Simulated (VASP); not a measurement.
Set up this calculation in VASP 6.6.1, as the native input.

```yaml
Task: single point
Functional: HSE06
Potentials_or_basis: VASP PAW PBE potentials, release 64 (Sn_d)
Cutoff: 400 eV
k_mesh: 6 × 6 × 6
Occupations: fermi-dirac, width 0.05 eV
Spin: no spin polarisation
Dipole_correction: no
Grid_for_exact_exchange_PRECFOCK: Normal
Further_INCAR_settings: ALGO = Normal; EDIFF = 1e-06; NBANDS = 13
Share_of_exact_exchange: 0.25
Screening_parameter: 0.2079 1/Å
```

Sn:

```
CELL_PARAMETERS angstrom
-1.65001 1.97425 2.09958
1.65001 -1.97425 2.09958
1.65001 1.97425 -2.09958
ATOMIC_POSITIONS crystal
Sn 0.00000 0.00000 0.00000
```

One way to write it, as run:

POSCAR

```
Sn
1.0
   -1.6500122703      1.9742518280      2.0995829255
    1.6500122703     -1.9742518280      2.0995829255
    1.6500122703      1.9742518280     -2.0995829255
Sn
1
Direct
    0.0000000000      0.0000000000      0.0000000000
```

INCAR.step1

```
ALGO     = Normal         # electronic algorithm
EDIFF    = 1E-5           # SCF threshold, eV
ENCUT    = 400            # plane-wave cutoff, eV
GGA      = PE             # functional
GGA_COMPAT= False        
ISIF     = 2              # what is computed and relaxed
ISMEAR   = -1             # smearing method
LASPH    = True           # aspherical terms in the spheres
LCHARG   = False          # write CHGCAR
LREAL    = False          # projectors in reciprocal space
LWAVE    = True           # write WAVECAR
NBANDS   = 13             # bands
NELM     = 120            # most SCF steps
PREC     = Accurate       # precision mode
SIGMA    = 0.05           # smearing width, eV
```

INCAR.step2

```
ALGO     = Normal         # electronic algorithm
EDIFF    = 1E-6           # SCF threshold, eV
ENCUT    = 400            # plane-wave cutoff, eV
GGA      = PE             # functional
GGA_COMPAT= False        
HFSCREEN = 0.2079         # screening, 1/A
ISIF     = 2              # what is computed and relaxed
ISMEAR   = -1             # smearing method
ISTART   = 1            
LASPH    = True           # aspherical terms in the spheres
LCHARG   = False          # write CHGCAR
LHFCALC  = True           # exact exchange
LREAL    = False          # projectors in reciprocal space
LWAVE    = False          # write WAVECAR
NBANDS   = 13             # bands
NELM     = 120            # most SCF steps
PREC     = Accurate       # precision mode
PRECFOCK = Normal       
SIGMA    = 0.05           # smearing width, eV
```

KPOINTS

```
k-points
0
Gamma
  6 6 6
```

Potentials or basis: VASP PAW PBE potentials, release 64 (Sn_d).

Run with:

```bash
$ cat potpaw_PBE.64/Sn_d/POTCAR > POTCAR
$ cp INCAR.step1 INCAR
$ mpirun -np 1 vasp_std > vasp.out
$ cp INCAR.step2 INCAR
$ mpirun -np 1 vasp_std > vasp.out
```

Results of the run:

```json
{"Pressure": "-0.1 GPa", "Band gap on the k mesh": "zero (bands 7 and 8 overlap by 9.53 eV)"}
```

Caveat: the k points lie up to 0.40 Å⁻¹ apart, too coarse for converged energies and pressures of a metal; the PAW data sets were made with another functional, which shifts forces and pressure a little; spin-orbit coupling is left out, which moves the levels of the heavy elements.

It took 54 min on 1 thread of AMD EPYC 7R13 Processor (Zen 3), on a shared host, peak memory 0.21 GiB.
